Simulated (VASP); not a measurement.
Here is a VASP 6.6.1 calculation.

POSCAR

```
GaAs
1.0
    0.0000000000      2.8330831934      2.8330831934
    2.8330831934      0.0000000000      2.8330831934
    2.8330831934      2.8330831934      0.0000000000
Ga As
1 1
Direct
    0.0000000000      0.0000000000      0.0000000000
    0.2500000000      0.2500000000      0.2500000000
```

INCAR.step1

```
PREC = Accurate ; ENCUT = 400
EDIFF = 1E-5 ; ISMEAR = 1
SIGMA = 0.2 ; LREAL = F
LASPH = T ; NELM = 120
ALGO = Normal ; ISIF = 2
LWAVE = T ; LCHARG = F
GGA = PE ; NBANDS = 21
GGA_COMPAT = F
```

Contents of INCAR.step2:

```
PREC = Accurate ; ENCUT = 400
EDIFF = 1E-6 ; ISMEAR = 1
SIGMA = 0.2 ; LREAL = F
LASPH = T ; NELM = 120
ALGO = Normal ; ISIF = 2
LWAVE = F ; LCHARG = F
GGA = PE ; LHFCALC = T
HFSCREEN = 0.2079 ; PRECFOCK = Normal
ISTART = 1 ; NBANDS = 21
GGA_COMPAT = F
```

KPOINTS

```
Automatic mesh
0
Gamma
  4 4 4
```

Potentials or basis: VASP PAW PBE potentials, release 64 (Ga_d, As_d).

Run with:

```bash
$ cat potpaw_PBE.64/Ga_d/POTCAR potpaw_PBE.64/As_d/POTCAR > POTCAR
$ cp INCAR.step1 INCAR
$ mpirun -np 1 vasp_std > vasp.out
$ cp INCAR.step2 INCAR
$ mpirun -np 1 vasp_std > vasp.out
```

(1) Estimate the pressure.

(2) Predict the band gap on the k mesh.

## Answers

(1) 0.7 GPa.

(2) 1.41 eV.

Caveat: the k points lie up to 0.48 Å⁻¹ apart; the PAW data sets were made with another functional, which shifts forces and pressure a little.
